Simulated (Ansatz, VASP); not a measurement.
# Li2O in VASP and in Ansatz

INCAR

```
SYSTEM = Li2O
PREC = Accurate
ENCUT = 750
EDIFF = 1E-7
ISMEAR = 0
SIGMA = 0.02
LREAL = .FALSE.
LASPH = .TRUE.
NELM = 120
ALGO = Normal
ISIF = 3
LWAVE = .FALSE.
LCHARG = .FALSE.
GGA = PE
IBRION = 2
NSW = 100
EDIFFG = -0.002
GGA_COMPAT = .FALSE.
NELMIN = 4
```

The input KPOINTS:

```
Automatic mesh
0
G
  8 8 8
  0 0 0
```

The input POSCAR:

```
Li2O
1.0
    0.0000000000      2.3000000000      2.3000000000
    2.3000000000      0.0000000000      2.3000000000
    2.3000000000      2.3000000000      0.0000000000
O Li
1 2
Direct
    0.0000000000      0.0000000000      0.0000000000
    0.2500000000      0.2500000000      0.2500000000
    0.7500000000      0.7500000000      0.7500000000
```

Input for Ansatz:

```yaml
crystal:
  lattice:
    - [0.0, 2.3, 2.3]
    - [2.3, 0.0, 2.3]
    - [2.3, 2.3, 0.0]
  atoms:
    - { symbol: O, position: [0.0, 0.0, 0.0] }
    - { symbol: Li, position: [0.25, 0.25, 0.25] }
    - { symbol: Li, position: [0.75, 0.75, 0.75] }
basis:
  ecutwfc: 420
kpoints:
  mp_grid: { grid: [8, 8, 8] }
hamiltonian:
  xc: pbe
  pseudopotentials: { kind: paw, azcp: { folder: soft_1 } }
scf:
  occupations: { method: gaussian, width: 0.02 }
output:
  forces: true
  stress: true
  eigenvalues: true
relax:
  adjacent_minimum: "off"
  f_tol: 0.002
  max_steps: 80
  cell: { stress_tol: 0.02 }
```

Alike in both runs: task relaxation of cell and atoms; functional PBE; k mesh 8 × 8 × 8; occupations gaussian, width 0.02 eV; no spin polarisation.

|  | VASP | Ansatz |
| --- | --- | --- |
| version | VASP 6.6.1 | Ansatz 0.2.0 |
| potentials or method | VASP PAW PBE potentials, release 64 (O, Li_sv), cutoff 750 eV | scalar-relativistic, plane waves, PAW |
| valence electrons in the cell | 12 | 12 |

VASP gave:

| Quantity | Value |
| --- | --- |
| gap on the k mesh at the Fermi level, each at its own relaxed structure (eV) | 4.98 |
| relaxed volume (Å³/atom) | 8.21 |
| relaxed cell length with the largest relative difference (Å) | 3.266 |

**Question.** What did Ansatz give for the same quantities?

**Answer.** gap on the k mesh at the Fermi level, each at its own relaxed structure (eV): 4.99; relaxed volume (Å³/atom): 8.24; relaxed cell length with the largest relative difference (Å): 3.270.
